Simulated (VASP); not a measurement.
The system is MgO.

```xyz
2
Lattice="0.0000 2.1351 2.1351 2.1351 0.0000 2.1351 2.1351 2.1351 0.0000" Properties=species:S:1:pos:R:3 pbc="T T T"
Mg    0.0000    0.0000    0.0000
O     2.1351    2.1351    2.1227
```

This cell differs from its parent crystal: all O atoms moved +0.013 Å, as atom 2 towards its neighbour atom 1 (Mg) at 2.135 Å.

Base run:

```yaml
Program: VASP 6.6.1
Functional: r2SCAN
Potentials_or_basis: VASP PAW PBE potentials, release 64 (Mg, O)
Cutoff: 520 eV
k_mesh: 10 × 10 × 10
Occupations: gaussian, width 0.05 eV
Spin: no spin polarisation
```

Its results: band gap on the k mesh 5.20 eV, direct; pressure -8.2 GPa; largest force 0.056 eV/Å.

Question: The run is repeated on the same cell with these changes: potentials or basis from VASP PAW PBE potentials, release 64 (Mg, O) to VASP PAW PBE potentials, release 64 (Mg_sv, O); cutoff from 520 eV to 660 eV; further incar settings from ALGO = Normal; EDIFF = 1e-07; NBANDS = 11 to ALGO = Normal; EDIFF = 1e-06; NBANDS = 15; valence electrons from 8 to 16. What comes out?

Answer: Band gap on the k mesh 5.25 eV, direct; pressure -7.2 GPa; largest force 0.058 eV/Å.

Caveats: the PAW data sets were made with another functional, which shifts forces and pressure a little.

